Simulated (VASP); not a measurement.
## C: single point with PBE

C:

```
C
1.0
     0.00000    2.12700    3.34800
     1.22800    0.00000    3.34800
     1.22800    2.12700    0.00000
C
2
Cartesian
  1.2280 0.7090 3.3480
  1.2280 3.5450 3.3480
```

```yaml
Program: VASP 6.6.1
Task: single point
Functional: PBE
Potentials_or_basis: VASP PAW PBE potentials, release 64 (C)
Cutoff: 520 eV
k_mesh: 1 × 1 × 1
Occupations: gaussian, width 0.02 eV
Spin: no spin polarisation
Dipole_correction: no
Further_INCAR_settings: ALGO = Normal; EDIFF = 1e-07; NBANDS = 11
```

The pressure is 52.5 GPa.

Forces in eV/Å, atoms in the order of the input:
```
C    0.000  0.002  0.000
C    0.000 -0.002  0.000
```

Stress tensor (GPa, compression positive):
```
29.07  0.00  0.00
 0.00 33.04  0.00
 0.00  0.00 95.42
```

Run time: 1.3 s on 1 thread of Intel(R) Xeon(R) 6975P-C (Granite Rapids) (shared host), peak memory 0.12 GiB.

Caveat: the k points lie up to 3.10 Å⁻¹ apart, too coarse for converged energies, forces and pressures; this functional lacks dispersion, which binds layers or chains, so the pressure and a relaxed spacing across them are unreliable.
